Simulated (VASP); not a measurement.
# C (Fd-3m) in VASP: a series of runs

Aim: see how the results for C move with the level of theory and the settings. Levels: r2SCAN, PBE. Tasks: single point.

Everything below comes from runs of VASP 6.6.1. Logs are shortened: lines on timing, memory, paths and dates and some standing lists are left out, and cuts for length are marked.

## Step 1: The cell of the first run

The structure is cubic, space group Fd-3m (No. 227). Conventional cell: a = 3.567 Å, b = 3.567 Å, c = 3.567 Å, α = 90.00°, β = 90.00°, γ = 90.00°. C (site symmetry -43m) has 4 C at 1.54 Å within 2.1 Å.

## Step 2: Single point, r2SCAN

POSCAR reads:

```
C
1.0
    0.0000000000      1.7835000000      1.7835000000
    1.7835000000      0.0000000000      1.7835000000
    1.7835000000      1.7835000000      0.0000000000
C
2
Direct
    0.0000000000      0.0000000000      0.0000000000
    0.2500000000      0.2500000000      0.2500000000
```

INCAR.step1 reads:

```
SYSTEM = C
PREC = Accurate
ENCUT = 660
ISMEAR = 0
SIGMA = 0.01
LREAL = .FALSE.
LASPH = .TRUE.
NELM = 120
NBANDS = 11
GGA = PE
ALGO = Normal
EDIFF = 1E-5
LWAVE = .TRUE.
LCHARG = .FALSE.
GGA_COMPAT = .FALSE.
```

INCAR.step2 reads:

```
SYSTEM = C
PREC = Accurate
ENCUT = 660
EDIFF = 1E-6
ISMEAR = 0
SIGMA = 0.01
LREAL = .FALSE.
LASPH = .TRUE.
NELM = 120
ALGO = Normal
ISIF = 2
LWAVE = .FALSE.
LCHARG = .FALSE.
METAGGA = R2SCAN
LMIXTAU = .TRUE.
NBANDS = 11
ISTART = 1
GGA_COMPAT = .FALSE.
```

KPOINTS reads:

```
Automatic mesh
0
G
  4 4 4
  0 0 0
```

Potentials or basis: VASP PAW PBE potentials, release 64 (C).

The run is started by

```
$ cat potpaw_PBE.64/C/POTCAR > POTCAR
$ cp INCAR.step1 INCAR
$ mpirun -np 1 vasp_std > vasp.out
$ cp INCAR.step2 INCAR
$ mpirun -np 1 vasp_std > vasp.out
```

OUTCAR:

```text
SYSTEM = C
   PREC = Accurate
   ENCUT = 660
   EDIFF = 1E-6
   ISMEAR = 0
   LREAL = .FALSE.
   LASPH = .TRUE.
   NELM = 120
   ISIF = 2
   METAGGA = R2SCAN
   ISTART = 1

 ion  position               nearest neighbor table
   1  0.000  0.000  0.000-   2 1.54   2 1.54   2 1.54   2 1.54
   2  0.250  0.250  0.250-   1 1.54   1 1.54   1 1.54   1 1.54

  LATTYP: Found a face centered cubic cell.
 ALAT       =     3.5670000000

  Lattice vectors:

 A1 = (   0.0000000000,   1.7835000000,   1.7835000000)
 A2 = (   1.7835000000,   0.0000000000,   1.7835000000)
 A3 = (   1.7835000000,   1.7835000000,   0.0000000000)

Analysis of symmetry for initial positions (statically):
=====================================================================
 Subroutine PRICEL returns:
 Original cell was already a primitive cell.

 Routine SETGRP: Setting up the symmetry group for a
 face centered cubic supercell.

 Subroutine GETGRP returns: Found 48 space group operations
 (whereof 24 operations were pure point group operations)
 out of a pool of 48 trial point group operations.

The static configuration has the point symmetry T_d .
 The point group associated with its full space group is O_h .

Analysis of symmetry for dynamics (positions and initial velocities):
=====================================================================
 Subroutine PRICEL returns:
 Original cell was already a primitive cell.

 Routine SETGRP: Setting up the symmetry group for a
 face centered cubic supercell.

 Subroutine GETGRP returns: Found 48 space group operations
 (whereof 24 operations were pure point group operations)
 out of a pool of 48 trial point group operations.

The dynamic configuration has the point symmetry T_d .
 The point group associated with its full space group is O_h .

 Subroutine INISYM returns: Found 48 space group operations
 (whereof 24 operations are pure point group operations),
 and found     1 'primitive' translations

----------------------------------------------------------------------------------------

                                     Primitive cell

  volume of cell :      11.3462

  direct lattice vectors                    reciprocal lattice vectors
     0.000000000  1.783500000  1.783500000    -0.280347631  0.280347631  0.280347631
     1.783500000  0.000000000  1.783500000     0.280347631 -0.280347631  0.280347631
     1.783500000  1.783500000  0.000000000     0.280347631  0.280347631 -0.280347631

  length of vectors
     2.522249888  2.522249888  2.522249888     0.485576341  0.485576341  0.485576341

  position of ions in fractional coordinates (direct lattice)
     0.000000000  0.000000000  0.000000000
     0.250000000  0.250000000  0.250000000

  ion indices of the primitive-cell ions
   primitive index   ion index
                 1           1
                 2           2

----------------------------------------------------------------------------------------

 KPOINTS: Automatic mesh

Automatic generation of k-mesh.
 Grid dimensions read from file:
 generate k-points for:    4    4    4

 Generating k-lattice:

  Cartesian coordinates                     Fractional coordinates (reciprocal lattice)
    -0.070086908  0.070086908  0.070086908     0.250000000  0.000000000  0.000000000
     0.070086908 -0.070086908  0.070086908     0.000000000  0.250000000  0.000000000
     0.070086908  0.070086908 -0.070086908     0.000000000  0.000000000  0.250000000

  Length of vectors
     0.121394085  0.121394085  0.121394085

  Shift w.r.t. Gamma in fractional coordinates (k-lattice)
     0.000000000  0.000000000  0.000000000

 Subroutine IBZKPT returns following result:
 ===========================================

 Found      8 irreducible k-points:

 Following reciprocal coordinates:
            Coordinates               Weight
  0.000000  0.000000  0.000000      1.000000
  0.250000  0.000000  0.000000      8.000000
  0.500000  0.000000  0.000000      4.000000
  0.250000  0.250000  0.000000      6.000000
  0.500000  0.250000  0.000000     24.000000
 -0.250000  0.250000  0.000000     12.000000
  0.500000  0.500000  0.000000      3.000000
 -0.250000  0.500000  0.250000      6.000000
   k-points           NKPTS =      8   k-points in BZ     NKDIM =      8   number of bands    NBANDS=     11
   number of dos      NEDOS =    301   number of ions     NIONS =      2
   total plane-waves  NPLWV =  13824
   dimension x,y,z NGX =    24 NGY =   24 NGZ =   24
   dimension x,y,z NGXF=    48 NGYF=   48 NGZF=   48
   ions per type =               2
   NGX,Y,Z   is equivalent  to a cutoff of  15.82, 15.82, 15.82 a.u.
   NGXF,Y,Z  is equivalent  to a cutoff of  31.64, 31.64, 31.64 a.u.
 SYSTEM =  C
   PREC   = accura    normal or accurate (medium, high low for compatibility)
   ISTART =      1    job   : 0-new  1-cont  2-samecut
   ICHARG =      0    charge: 1-file 2-atom 10-const
   ISPIN  =      1    spin polarized calculation?
   LNONCOLLINEAR =      F non collinear calculations
   LSORBIT =      F    spin-orbit coupling
   LASPH  =      T    aspherical Exc in radial PAW
   ENCUT  =  660.0 eV  48.51 Ry    6.96 a.u.   5.28  5.28  5.28*2*pi/ulx,y,z
   NELM   =    120;   NELMIN=  2; NELMDL=  0     # of ELM steps
   EDIFF  = 0.1E-05   stopping-criterion for ELM
   LREAL  =      F    real-space projection
   EDIFFG = 0.1E-04   stopping-criterion for IOM
   NSW    =      0    number of steps for IOM
   IBRION =     -1    ionic relax: 0-MD 1-quasi-New 2-CG
   NFREE  =      0    steps in history (QN), initial steepest desc. (CG)
   ISIF   =      2    stress and relaxation
   ISYM   =      2    0-nonsym 1-usesym 2-fastsym
   POTIM  = 0.5000    time-step for ionic-motion
   TEBEG  =    0.0;   TEEND  =   0.0 temperature during run
   PSTRESS=    0.0 pullay stress
   NELECT =       8.0000    total number of electrons
   NUPDOWN=      -1.0000    fix difference up-down
   EMIN   =  10.00;   EMAX   =-10.00  energy-range for DOS
   EFERMI =   0.00;   METHOD = LEGACY
   ISMEAR =     0;   SIGMA  =   0.01  broadening in eV -4-tet -1-fermi 0-gaus
   EFERMI_NEDOS =   21; number of points for ismear=-14 and -15
   IALGO  =     38    algorithm
   IMIX   =      4    mixing-type and parameters
     AMIX     =   0.40;   BMIX     =  1.00
     AMIX_MAG =   1.60;   BMIX_MAG =  1.00
  volume/ion in A,a.u.               =       5.67        38.28
  Fermi-wavevector in a.u.,A,eV,Ry     =   1.457097  2.753514 28.886949  2.123131
  Thomas-Fermi vector in A             =   2.573938
   LORBIT       =      0    0 simple, 1 ext, 2 COOP (PROOUT), +10 PAW based schemes
   METAGGA = R2SCAN    functional components
   LHFCALC =     F    Hartree Fock is set to
   AEXX    =    0.0000 exact exchange contribution
   IVDW    =     0    specifies the selected vdW correction
   LEPSILON=     F    determine dielectric tensor
   LRPA    =     F    only Hartree local field effects (RPA)
 non-spin polarized calculation
 Gauss-broadening in eV      SIGMA  =   0.01
  energy-cutoff  :      660.00
  volume of cell :       11.35
 maximum number of plane-waves:       444
 NGX is ok and might be reduce to    24
   NGX = 11   NGY = 11   NGZ = 11

 number of electron       8.0000000 magnetization

 Free energy of the ion-electron system (eV)
  ---------------------------------------------------
  ext. energy  EPLUGINS =         0.00000000
  ---------------------------------------------------
  free energy    TOTEN  =       -19.52662473 eV

  energy without entropy =      -19.52662473  energy(sigma->0) =      -19.52662473

 E-fermi :   9.8034     XC(G=0): -14.2419

 val. band max:        9.7371299099   @ k =   0.0000   0.0000   0.0000
 cond. band min:      14.3659543147   @ k =   0.2500   0.2500   0.0000
 fundamental gap:      4.6288244048
 Fermi energy:         9.8034251295

 k-point     1 :       0.0000    0.0000    0.0000
  band No.  band energies     occupation
      1     -12.9615      2.00000
      2       9.7371      2.00000
      3       9.7371      2.00000
      4       9.7371      2.00000
      5      15.5663      0.00000
      6      15.5663      0.00000
      7      15.5663      0.00000
      8      23.5501      0.00000
      9      30.1039      0.00000
     10      37.0997      0.00000
     11      37.0997      0.00000

 k-point     2 :       0.2500    0.0000    0.0000
  band No.  band energies     occupation
      1     -11.1720      2.00000
      2       2.7275      2.00000
      3       7.8766      2.00000
      4       7.8766      2.00000
      5      17.9091      0.00000
      6      17.9091      0.00000
      7      18.2130      0.00000
      8      25.1574      0.00000
      9      31.6055      0.00000
     10      33.0028      0.00000
     11      33.0028      0.00000

 k-point     3 :       0.5000    0.0000    0.0000
  band No.  band energies     occupation
      1      -7.0147      2.00000
      2      -4.3146      2.00000
      3       6.7584      2.00000
      4       6.7584      2.00000
      5      18.6039      0.00000
      6      18.6039      0.00000
      7      18.8566      0.00000
      8      26.4186      0.00000
      9      32.9204      0.00000
     10      35.2016      0.00000
     11      36.9123      0.00000

 k-point     4 :       0.2500    0.2500    0.0000
  band No.  band energies     occupation
      1     -10.5759      2.00000
      2       4.8562      2.00000
      3       5.3663      2.00000
      4       5.3663      2.00000
      5      14.3660      0.00000
      6      20.4532      0.00000
      7      21.9873      0.00000
      8      21.9873      0.00000
      9      30.8197      0.00000
     10      33.2383      0.00000
     11      40.1667      0.00000

 k-point     5 :       0.5000    0.2500    0.0000
  band No.  band energies     occupation
      1      -6.6923      2.00000
      2      -1.7072      2.00000
      3       2.5921      2.00000
      4       4.5700      2.00000
      5      16.1011      0.00000
      6      21.7658      0.00000
      7      23.2624      0.00000
      8      23.7665      0.00000
      9      31.2338      0.00000
     10      34.7059      0.00000
     11      38.5072      0.00000

 k-point     6 :      -0.2500    0.2500    0.0000
  band No.  band energies     occupation
      1      -8.3053      2.00000
      2       0.4531      2.00000
      3       1.7181      2.00000
      4       6.5367      2.00000
      5      18.0403      0.00000
      6      20.2622      0.00000
      7      22.7772      0.00000
      8      24.3642      0.00000
      9      30.5279      0.00000
     10      31.3123      0.00000
     11      35.8730      0.00000

 k-point     7 :       0.5000    0.5000    0.0000
  band No.  band energies     occupation
      1      -3.8536      2.00000
      2      -3.8536      2.00000
      3       3.0745      2.00000
      4       3.0745      2.00000
      5      14.7204      0.00000
      6      14.7204      0.00000
      7      27.6076      0.00000
      8      27.6076      0.00000
      9      34.3368      0.00000
     10      34.3368      0.00000
     11      43.5505      0.00000

 k-point     8 :      -0.2500    0.5000    0.2500
  band No.  band energies     occupation
      1      -3.0765      2.00000
      2      -3.0765      2.00000
      3       1.0144      2.00000
      4       1.0144      2.00000
      5      20.9799      0.00000
      6      20.9799      0.00000
      7      22.6363      0.00000
      8      22.6363      0.00000
      9      32.3235      0.00000
     10      32.3235      0.00000
     11      41.5882      0.00000

------------------------ aborting loop because EDIFF is reached ----------------------------------------

  FORCE on cell =-STRESS in cart. coord.  units (eV):
  Direction    XX          YY          ZZ          XY          YZ          ZX
  --------------------------------------------------------------------------------------
  -------------------------------------------------------------------------------------
  Total       -0.0903547     -0.0903547     -0.0903547      0.0000000      0.0000000     -0.0000000
  in kB      -12.7588699    -12.7588699    -12.7588699      0.0000000      0.0000000     -0.0000000
  external PRESSURE =     -12.7588699 kB  Pullay stress =       0.0000000 kB

 VOLUME and BASIS-vectors are now :
 -----------------------------------------------------------------------------
  energy-cutoff  :      660.00
  volume of cell :       11.35
      direct lattice vectors                 reciprocal lattice vectors
     0.000000000  1.783500000  1.783500000    -0.280347631  0.280347631  0.280347631
     1.783500000  0.000000000  1.783500000     0.280347631 -0.280347631  0.280347631
     1.783500000  1.783500000  0.000000000     0.280347631  0.280347631 -0.280347631

 POSITION                                       TOTAL-FORCE (eV/Angst)
 -----------------------------------------------------------------------------------
      0.00000      0.00000      0.00000         0.000000      0.000000      0.000000
      0.89175      0.89175      0.89175        -0.000000     -0.000000     -0.000000
 -----------------------------------------------------------------------------------
    total drift:                               -0.000000      0.000000      0.000000

  FREE ENERGIE OF THE ION-ELECTRON SYSTEM (eV)
  ---------------------------------------------------
  free  energy   TOTEN  =       -19.5266247310 eV

  energy  without entropy=      -19.5266247310  energy(sigma->0) =      -19.52662473
```

Wall time 11 s (1 thread of Intel Xeon Platinum 8488C (Sapphire Rapids), shared host); peak memory 0.13 GiB.

What came out:

```
Free energy            : -19.5266 eV
Pressure               : -1.3 GPa
Band gap on the k mesh : 4.63 eV, indirect (least direct gap 5.83 eV)
```

Caveat: the k points lie up to 0.76 Å⁻¹ apart; the PAW data sets were made with another functional, which shifts forces and pressure a little.

[end of part 1 of 2]
